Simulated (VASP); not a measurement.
Crystal: NaF.

```
CELL_PARAMETERS angstrom
2.79349 -0.05182 0.00000
-0.05182 2.79349 0.00000
0.00000 0.00000 2.79349
ATOMIC_POSITIONS crystal
Na 0.00000 0.00000 0.00000
F 0.50000 0.50000 0.50000
```

This cell differs from its parent crystal: shear xy strain -3.7%.

Base run:

| Item | Value |
| --- | --- |
| Program | VASP 6.6.1 |
| Functional | PBE |
| Potentials or basis | VASP PAW PBE potentials, release 64 (Na_pv, F) |
| Cutoff | 520 eV |
| k mesh | 10 × 10 × 10 |
| Occupations | fermi-dirac, width 0.02 eV |
| Spin | no spin polarisation |

Its results: band gap on the k mesh 6.12 eV, indirect (least direct gap 6.42 eV); pressure 4.3 GPa.

Problem. The run is repeated on the same cell with these changes: functional from PBE to r2SCAN; occupations from fermi-dirac, width 0.02 eV to gaussian, width 0.01 eV. What comes out?

Solution. Band gap on the k mesh 7.12 eV, indirect (least direct gap 7.42 eV); pressure -0.6 GPa.

Caveats: the PAW data sets were made with another functional, which shifts forces and pressure a little (some runs).

A k mesh can miss the band edges.
